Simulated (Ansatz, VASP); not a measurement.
# One calculation of In4P, two programs

INCAR

```
SYSTEM = In4P
PREC = Accurate
ENCUT = 600
EDIFF = 1E-6
ISMEAR = 0
SIGMA = 0.1
LREAL = .False.
LASPH = .True.
NELM = 60
ALGO = Normal
ISIF = 3
LWAVE = .False.
LCHARG = .False.
GGA = PE
IBRION = 2
NSW = 90
EDIFFG = -0.04
```

KPOINTS

```
Automatic mesh
0
Gamma
  4 4 4
  0 0 0
```

Contents of POSCAR:

```
In4P
1.0
   -3.4394709500      3.4394709500      3.4394709500
    3.4394709500     -3.4394709500      3.4394709500
    3.4394709500      3.4394709500     -3.4394709500
In P
4 1
Direct
    0.0000000000      0.0000000000      0.7463128600
    0.7463128600      0.0000000000      0.0000000000
    0.0000000000      0.7463128600      0.0000000000
    0.2536871400      0.2536871400      0.2536871400
    0.0000000000      0.0000000000      0.0000000000
```

Input for Ansatz:

```yaml
crystal:
  lattice:
    - [-3.43947095, 3.43947095, 3.43947095]
    - [3.43947095, -3.43947095, 3.43947095]
    - [3.43947095, 3.43947095, -3.43947095]
  atoms:
    - { symbol: In, position: [0.0, 0.0, 0.74631286] }
    - { symbol: In, position: [0.74631286, 0.0, 0.0] }
    - { symbol: In, position: [0.0, 0.74631286, 0.0] }
    - { symbol: In, position: [0.25368714, 0.25368714, 0.25368714] }
    - { symbol: P, position: [0.0, 0.0, 0.0] }
basis:
  ecutwfc: 420
kpoints:
  mp_grid: { grid: [4, 4, 4] }
hamiltonian:
  xc: pbe
scf:
  occupations: { method: gaussian, width: 0.1 }
  lower_state_search: "off"
output:
  forces: true
  stress: true
  eigenvalues: true
relax:
  adjacent_minimum: "off"
  f_tol: 0.04
  max_steps: 70
  cell: { stress_tol: 0.4 }
```

Change from the starting cell: species swapped into the H4C type (I-43m, No. 217).

Alike in both runs: task relaxation of cell and atoms; functional PBE; k mesh 4 × 4 × 4; occupations gaussian, width 0.1 eV; no spin polarisation.

|  | VASP | Ansatz |
| --- | --- | --- |
| version | VASP 6.6.1 | Ansatz 0.2.0 |
| potentials or method | VASP PAW PBE potentials, release 64 (In_d, P), cutoff 600 eV | scalar-relativistic, plane waves, PAW |
| valence electrons in the cell | 57 | 57 |

VASP gave:

| Quantity | Value |
| --- | --- |
| gap on the k mesh at the Fermi level, each at its own relaxed structure (eV) | none |
| relaxed volume (Å³/atom) | 27.72 |
| relaxed cell length with the largest relative difference (Å) | 5.647 |

Q: What did Ansatz give for the same quantities?

A: gap on the k mesh at the Fermi level, each at its own relaxed structure (eV): none; relaxed volume (Å³/atom): 28.00; relaxed cell length with the largest relative difference (Å): 5.666.

A gap of «none» marks a metal or a gap that the smearing closes.
